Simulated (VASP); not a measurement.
Tc, 2 atoms in the cell. The structure is hexagonal, space group P6_3/mmc (No. 194). The conventional cell has a = 2.700 Å, b = 2.700 Å, c = 4.336 Å, α = 90.00°, β = 90.00°, γ = 120.00°. Within 3.5 Å of Tc (site symmetry -6m2) lie 12 Tc at 2.67 to 2.70 Å. 

```yaml
Program: VASP 6.6.1
Task: single point
Functional: PBE
Potentials_or_basis: VASP PAW PBE potentials, release 64 (Tc_pv)
Cutoff: 520 eV
k_mesh: 14 × 14 × 8
Occupations: fermi-dirac, width 0.08 eV
Spin: no spin polarisation
Dipole_correction: no
Further_INCAR_settings: ALGO = Normal; EDIFF = 1e-06; NBANDS = 20
```

Potentials or basis: VASP PAW PBE potentials, release 64 (Tc_pv).

The run is started by

```bash
$ cat potpaw_PBE.64/Tc_pv/POTCAR > POTCAR
$ mpirun -np 1 vasp_std > vasp.out
```

Hardware: 1 thread of Intel Xeon 8259CL, with other jobs on the host.

Task: How long does it take, and how much memory?

Result: It took 44 s on 1 thread of Intel Xeon 8259CL, with other jobs on the host, peak memory 0.18 GiB. Counts: scf iterations 11, k points 120.
